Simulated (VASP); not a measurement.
Write the native input for VASP 6.6.1 that does the following.

```
Task                   : single point
Functional             : PBEsol
Potentials or basis    : VASP PAW PBE potentials, release 64 (Mn_pv, S)
Cutoff                 : 520 eV
k mesh                 : 7 × 7 × 7
Occupations            : fermi-dirac, width 0.1 eV
Spin                   : collinear spin, ferromagnetic start
Starting moments       : [5.2, 0.0] μB
Dipole correction      : no
Further INCAR settings : ALGO = Normal; EDIFF = 1e-06; NBANDS = 20
```

The structure of MnS lies in POSCAR:

```
MnS
1.0
    3.0990400000      0.0000000000      0.0000000000
    0.0000000000      3.0990400000      0.0000000000
    0.0000000000      0.0000000000      3.0990400000
Mn S
1 1
Direct
    0.5000000000      0.5000000000      0.5000000000
    0.0000000000      0.0000000000      0.0000000000
```

One way to write it, as run:

INCAR

```
SYSTEM = MnS
PREC = Accurate
ENCUT = 520
EDIFF = 1E-6
ISMEAR = -1
SIGMA = 0.1
LREAL = .FALSE.
LASPH = .TRUE.
NELM = 150
ALGO = Normal
ISIF = 2
LWAVE = .FALSE.
LCHARG = .TRUE.
ISPIN = 2
MAGMOM = 5.2 0
LORBIT = 11
LMAXMIX = 4
GGA = PS
LELF = .TRUE.
LVHAR = .TRUE.
NBANDS = 20
```

KPOINTS

```
regular mesh
0
G
  7 7 7
  0 0 0
```

Potentials or basis: VASP PAW PBE potentials, release 64 (Mn_pv, S).

Launch:

```bash
$ cat potpaw_PBE.64/Mn_pv/POTCAR potpaw_PBE.64/S/POTCAR > POTCAR
$ mpirun -np 1 vasp_std > vasp.out
```

It gave:

The pressure is -12.1 GPa. The net moment is 3.39 μB per cell and the site moments are Mn +3.37; S -0.10 μB. The valence electrons inside the program's atomic spheres are Mn 11.43; S 3.61.

Caveat: the PAW data sets were made with another functional, which shifts forces and pressure a little; a cell with one magnetic atom can't hold antiferromagnetic order, which such compounds often take.

Run time: 12 s on 1 thread of Intel Xeon 6975P-C (shared host), peak memory 0.15 GiB.
